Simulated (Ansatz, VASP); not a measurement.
## LiF in VASP and in Ansatz

Contents of INCAR:

```
  ALGO = Normal
  EDIFF = 1E-7
  ENCUT = 520
  GGA = CA
  ISIF = 2
  ISMEAR = 0
  LASPH = T
  LCHARG = F
  LREAL = F
  LWAVE = F
  NBANDS = 18
  NELM = 60
  PREC = Accurate
  SIGMA = 0.01
```

The input KPOINTS:

```
k-points
0
Gamma
  12 12 6
```

POSCAR

```
LiF
1.0
    3.2800799273      0.0000000000      0.0000000000
   -1.6400399637      2.8406325435      0.0000000000
    0.0000000000      0.0000000000      3.9995957589
Li F
2 2
Direct
    0.3333333333      0.6666666667      0.2500000000
    0.6666666667      0.3333333333      0.7500000000
    0.6666666667      0.3333333333      0.2500000000
    0.3333333333      0.6666666667      0.7500000000
```

Input for Ansatz:

```yaml
crystal:
  lattice:
    - [3.2800799273, 0.0, 0.0]
    - [-1.6400399637, 2.8406325435, 0.0]
    - [0.0, 0.0, 3.9995957589]
  atoms:
    - { symbol: Li, position: [0.3333333333, 0.6666666667, 0.25] }
    - { symbol: Li, position: [0.6666666667, 0.3333333333, 0.75] }
    - { symbol: F, position: [0.6666666667, 0.3333333333, 0.25] }
    - { symbol: F, position: [0.3333333333, 0.6666666667, 0.75] }
kpoints:
  mp_grid: { grid: [12, 12, 6] }
  band_path:
    path:
      - [0.0, 0.0, 0.0]
      - [0.5, 0.0, 0.0]
      - [0.3333333333, 0.3333333333, 0.0]
      - [0.0, 0.0, 0.5]
      - [0.5, 0.0, 0.5]
      - [0.3333333333, 0.3333333333, 0.5]
    npoints: 1
hamiltonian:
  xc: lda
scf:
  occupations: { method: fixed }
  n_extra_bands: 5
output:
  forces: true
  stress: true
  eigenvalues: true
```

Alike in both runs: task single point; functional LDA; k mesh 12 × 12 × 6; no spin polarisation.

|  | VASP | Ansatz |
| --- | --- | --- |
| version | VASP 6.6.1 | Ansatz 0.2.0 |
| potentials or method | VASP PAW LDA potentials, release 64 (Li_sv, F) | plane waves, PAW |
| plane-wave cutoff (eV) | 520 | 420 |
| occupations | gaussian, width 0.01 eV | fixed |
| valence electrons in the cell | 20 | 20 |

|  | VASP | Ansatz | Ansatz less VASP |
| --- | --- | --- | --- |
| gap on the k mesh at the Fermi level (eV) | 7.50 | 7.52 | +0.015 |

LDA's correlation is that of Perdew and Zunger in VASP and of Perdew and Wang (1992) in Ansatz.

Noted on VASP's run: the cutoff is short for stress, so the pressure is rough.
